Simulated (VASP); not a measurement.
# FeO in VASP: a series of runs, part 2 of 2

VASP 6.6.1. The steps go on from the part before.

### 3 Single point, PBE, collinear spin, ferromagnetic start (9.40 Å³/atom)

This run uses another cell than the first one, of 9.40 Å³/atom.

The input, INCAR:

```
ALGO = Normal
EDIFF = 1E-6
ENCUT = 520
GGA = PE
ISIF = 2
ISMEAR = 0
ISPIN = 2
LASPH = T
LCHARG = T
LELF = T
LMAXMIX = 4
LORBIT = 11
LREAL = F
LVHAR = T
LWAVE = F
MAGMOM = 3.79 0.35
NBANDS = 18
NELM = 150
PREC = Accurate
SIGMA = 0.1
```

The input, KPOINTS:

```
k-points
0
Gamma
  18 18 18
```

The input, POSCAR:

```
FeO
1.0
    1.4921674108      0.8615032563      2.4371084053
   -1.4921674108      0.8615032563      2.4371084053
    0.0000000000     -1.7230065127      2.4371084053
Fe O
1 1
Direct
    0.0000000000      0.0000000000      0.0000000000
    0.5000000000      0.5000000000      0.5000000000
```

Potentials or basis: VASP PAW PBE potentials, release 64 (Fe, O).

Started as:

```bash
cat potpaw_PBE.64/Fe/POTCAR potpaw_PBE.64/O/POTCAR > POTCAR
mpirun -np 1 vasp_std > vasp.out
```

OUTCAR:

```text
EDIFF = 1E-6
   ENCUT = 520
   GGA = PE
   ISIF = 2
   ISMEAR = 0
   ISPIN = 2
   LASPH = T
   LORBIT = 11
   LREAL = F
   NELM = 150
   PREC = Accurate

 ion  position               nearest neighbor table
   1  0.000  0.000  0.000-   2 2.11   2 2.11   2 2.11   2 2.11   2 2.11   2 2.11
   2  0.500  0.500  0.500-   1 2.11   1 2.11   1 2.11   1 2.11   1 2.11   1 2.11

  LATTYP: Found a trigonal (rhomboedric) cell.
 ALAT       =     2.9846689635
 COS(alpha) =     0.5001119465

  Lattice vectors:

 A1 = (   1.4921674108,   0.8615032563,   2.4371084053)
 A2 = (  -1.4921674108,   0.8615032563,   2.4371084053)
 A3 = (   0.0000000000,  -1.7230065127,   2.4371084053)

Analysis of symmetry for initial positions (statically):
=====================================================================
 Subroutine PRICEL returns:
 Original cell was already a primitive cell.

 Routine SETGRP: Setting up the symmetry group for a
 trigonal (rhombohedral) supercell.

 Subroutine GETGRP returns: Found 12 space group operations
 (whereof 12 operations were pure point group operations)
 out of a pool of 12 trial point group operations.

The static configuration has the point symmetry D_3d.

Analysis of symmetry for dynamics (positions and initial velocities):
=====================================================================
 Subroutine PRICEL returns:
 Original cell was already a primitive cell.

 Routine SETGRP: Setting up the symmetry group for a
 trigonal (rhombohedral) supercell.

 Subroutine GETGRP returns: Found 12 space group operations
 (whereof 12 operations were pure point group operations)
 out of a pool of 12 trial point group operations.

The dynamic configuration has the point symmetry D_3d.

Analysis of structural, dynamic, and magnetic symmetry:
[... 148 lines left out ...]
   NGX = 11   NGY = 11   NGZ = 11

 number of electron      14.0000002 magnetization       3.9991667

 Free energy of the ion-electron system (eV)
  ---------------------------------------------------
  ext. energy  EPLUGINS =         0.00000000
  ---------------------------------------------------
  free energy    TOTEN  =       -14.88462924 eV

  energy without entropy =      -14.87866088  energy(sigma->0) =      -14.88164506

 E-fermi :   6.9026     XC(G=0): -12.5182

 val. band max:        6.8999733830   @ k =  -0.2222   0.0556   0.0000
 cond. band min:       6.9041037164   @ k =  -0.2222   0.1667   0.0000
 fundamental gap:      0.0041303334
 Fermi energy:         6.9025623912

 spin component 1

 k-point     1 :       0.0000    0.0000    0.0000
  band No.  band energies     occupation
      1     -14.3482      1.00000
      2       2.8835      1.00000
      3       2.8846      1.00000
      4       2.8846      1.00000
      5       2.9604      1.00000
      6       2.9612      1.00000
[... 493 lines left out ...]
     17      33.6481      0.00000
     18      35.7923      0.00000

 [... further k-points ...]

 spin component 2

 k-point     1 :       0.0000    0.0000    0.0000
  band No.  band energies     occupation
      1     -13.7919      1.00000
      2       3.4724      1.00000
      3       3.4736      1.00000
      4       3.4736      1.00000
      5       6.0796      1.00000
      6       6.0806      1.00000
[... 493 lines left out ...]
     17      34.5304      0.00000
     18      36.8349      0.00000

 [... further k-points ...]

------------------------ aborting loop because EDIFF is reached ----------------------------------------

  FORCE on cell =-STRESS in cart. coord.  units (eV):
  Direction    XX          YY          ZZ          XY          YZ          ZX
  --------------------------------------------------------------------------------------
  -------------------------------------------------------------------------------------
  Total        1.5822346      1.5822346      1.5808918     -0.0000000     -0.0000000      0.0000000
  in kB      134.8592930    134.8592930    134.7448429     -0.0000000     -0.0000000      0.0000000
  external PRESSURE =     134.8211430 kB  Pullay stress =       0.0000000 kB

 VOLUME and BASIS-vectors are now :
 -----------------------------------------------------------------------------
  energy-cutoff  :      520.00
  volume of cell :       18.80
      direct lattice vectors                 reciprocal lattice vectors
     1.492167411  0.861503256  2.437108405     0.335083045  0.193460286  0.136774110
    -1.492167411  0.861503256  2.437108405    -0.335083045  0.193460286  0.136774110
     0.000000000 -1.723006513  2.437108405     0.000000000 -0.386920573  0.136774110

 POSITION                                       TOTAL-FORCE (eV/Angst)
 -----------------------------------------------------------------------------------
      0.00000      0.00000      0.00000         0.000000      0.000000     -0.000000
      0.00000     -0.00000      3.65566        -0.000000      0.000000      0.000000
 -----------------------------------------------------------------------------------
    total drift:                               -0.000000      0.000000     -0.000000

  FREE ENERGIE OF THE ION-ELECTRON SYSTEM (eV)
  ---------------------------------------------------
  free  energy   TOTEN  =       -14.8846292400 eV

  energy  without entropy=      -14.8786608802  energy(sigma->0) =      -14.88164506

 total charge

# of ion       s       p       d       tot
------------------------------------------
    1        0.306   0.404   6.134   6.844
    2        1.557   3.473   0.000   5.030
--------------------------------------------------
tot          1.863   3.877   6.134  11.873

 magnetization (x)

# of ion       s       p       d       tot
------------------------------------------
    1        0.027   0.023   3.559   3.608
    2        0.033   0.282   0.000   0.315
--------------------------------------------------
tot          0.060   0.305   3.559   3.923
```

stdout:

```text
POSCAR found type information on POSCAR FeO
 POSCAR found :  2 types and       2 ions
 scaLAPACK will be used
 LDA part: xc-table for (Slater+PW92), standard interpolation
 POSCAR, INCAR and KPOINTS ok, starting setup
 FFT: planning ... GRIDC
 FFT: planning ... GRID_SOFT
 FFT: planning ... GRID
 WAVECAR not read
 entering main loop
```

It took 7.6 min on 1 thread of Intel Xeon 8259CL, shared host; peak memory 0.41 GiB.

Results:

| Property | Result |
| --- | --- |
| Free energy | -14.8846 eV |
| Pressure | 13.5 GPa |
| Band gap on the k mesh | zero (filled and empty bands overlap) |
| Net moment | 4.00 μB per cell |
| Site moments | Fe +3.61; O +0.32 μB |
| Valence electrons inside the program's atomic spheres | Fe 6.84; O 5.03 |

Caveat: the cell stands under pressure; a cell with one magnetic atom can't hold antiferromagnetic order, which such compounds often take; semilocal functionals often make such compounds metallic where correlation or magnetic order opens a gap, which also shifts bond lengths.

### 4 Single point, PBE, collinear spin, ferromagnetic start (9.70 Å³/atom)

This run uses another cell than the first one, of 9.70 Å³/atom.

The input, INCAR:

```
ALGO = Normal ; EDIFF = 1E-6
ENCUT = 520 ; GGA = PE
ISIF = 2 ; ISMEAR = 0
ISPIN = 2 ; LASPH = True
LCHARG = False ; LMAXMIX = 4
LORBIT = 11 ; LREAL = False
LWAVE = False ; MAGMOM = 3.79 0.35
NBANDS = 18 ; NELM = 150
PREC = Accurate ; SIGMA = 0.1
```

KPOINTS is that of step 3.

The input, POSCAR:

```
FeO
1.0
    1.5078755906      0.8705723781      2.4627640633
   -1.5078755906      0.8705723781      2.4627640633
    0.0000000000     -1.7411447562      2.4627640633
Fe O
1 1
Direct
    0.0000000000      0.0000000000      0.0000000000
    0.5000000000      0.5000000000      0.5000000000
```

Potentials or basis: VASP PAW PBE potentials, release 64 (Fe, O).

Started as:

```bash
cat potpaw_PBE.64/Fe/POTCAR potpaw_PBE.64/O/POTCAR > POTCAR
mpirun -np 1 vasp_std > vasp.out
```

OUTCAR:

```text
EDIFF = 1E-6
   ENCUT = 520
   GGA = PE
   ISIF = 2
   ISMEAR = 0
   ISPIN = 2
   LASPH = True
   LORBIT = 11
   LREAL = False
   NELM = 150
   PREC = Accurate

 ion  position               nearest neighbor table
   1  0.000  0.000  0.000-   2 2.13   2 2.13   2 2.13   2 2.13   2 2.13   2 2.13
   2  0.500  0.500  0.500-   1 2.13   1 2.13   1 2.13   1 2.13   1 2.13   1 2.13

  LATTYP: Found a trigonal (rhomboedric) cell.
 ALAT       =     3.0160888405
 COS(alpha) =     0.5001119465

  Lattice vectors:

 A1 = (   1.5078755906,   0.8705723781,   2.4627640633)
[... 1223 lines left out ...]

 VOLUME and BASIS-vectors are now :
 -----------------------------------------------------------------------------
  energy-cutoff  :      520.00
  volume of cell :       19.40
      direct lattice vectors                 reciprocal lattice vectors
     1.507875591  0.870572378  2.462764063     0.331592343  0.191444928  0.135349276
    -1.507875591  0.870572378  2.462764063    -0.331592343  0.191444928  0.135349276
     0.000000000 -1.741144756  2.462764063     0.000000000 -0.382889857  0.135349276

 POSITION                                       TOTAL-FORCE (eV/Angst)
 -----------------------------------------------------------------------------------
      0.00000      0.00000      0.00000         0.000000     -0.000000      0.000000
      0.00000      0.00000      3.69415        -0.000000      0.000000     -0.000000
 -----------------------------------------------------------------------------------
    total drift:                               -0.000000      0.000000     -0.000000

  FREE ENERGIE OF THE ION-ELECTRON SYSTEM (eV)
  ---------------------------------------------------
  free  energy   TOTEN  =       -14.9220154477 eV

  energy  without entropy=      -14.9157662536  energy(sigma->0) =      -14.91889085

 total charge

# of ion       s       p       d       tot
------------------------------------------
    1        0.297   0.380   6.109   6.786
    2        1.556   3.455   0.000   5.012
--------------------------------------------------
tot          1.853   3.836   6.109  11.797

 magnetization (x)

# of ion       s       p       d       tot
------------------------------------------
    1        0.027   0.022   3.565   3.614
    2        0.031   0.277   0.000   0.308
--------------------------------------------------
tot          0.058   0.299   3.565   3.922
```

stdout:

```text
POSCAR found type information on POSCAR FeO
 POSCAR found :  2 types and       2 ions
 scaLAPACK will be used
 LDA part: xc-table for (Slater+PW92), standard interpolation
 POSCAR, INCAR and KPOINTS ok, starting setup
 FFT: planning ... GRIDC
 FFT: planning ... GRID_SOFT
 FFT: planning ... GRID
 WAVECAR not read
 entering main loop
```

Wall time 7.6 min (1 thread of Intel Xeon 8259CL, shared host); peak memory 0.41 GiB.

Results:

```
Free energy                                           : -14.9220 eV
Pressure                                              : 6.2 GPa
Band gap on the k mesh                                : zero (filled and empty bands overlap)
Net moment                                            : 4.00 μB per cell
Site moments                                          : Fe +3.61; O +0.31 μB
Valence electrons inside the program's atomic spheres : Fe 6.79; O 5.01
```

Caveat: the cell stands under pressure; a cell with one magnetic atom can't hold antiferromagnetic order, which such compounds often take; semilocal functionals often make such compounds metallic where correlation or magnetic order opens a gap, which also shifts bond lengths.

### 5 Summary

| cell | gap on the mesh (eV) | pressure (GPa) | moment (μB) |
| --- | --- | --- | --- |
| a = 3.107 Å, angles 60.0°, 2 atoms | none | -9.5 | 4.00 |
| a = 2.985 Å, angles 60.0°, 2 atoms | none | 13.5 | 4.00 |
| a = 3.016 Å, angles 60.0°, 2 atoms | none | 6.2 | 4.00 |

Alike in all rows: task single point; level PBE; potentials or basis VASP PAW PBE potentials, release 64 (Fe, O); spin collinear, ferromagnetic start; k mesh 18 × 18 × 18; cutoff (eV) 520; smearing gaussian 0.1 eV.

Caveats: a cell with one magnetic atom can't hold antiferromagnetic order, which such compounds often take; semilocal functionals often make such compounds metallic where correlation or magnetic order opens a gap, which also shifts bond lengths; the cell stands under pressure (at least some runs); the cell stands under tension (at least some runs).

Absolute energies hang on the potentials; compare differences alone.
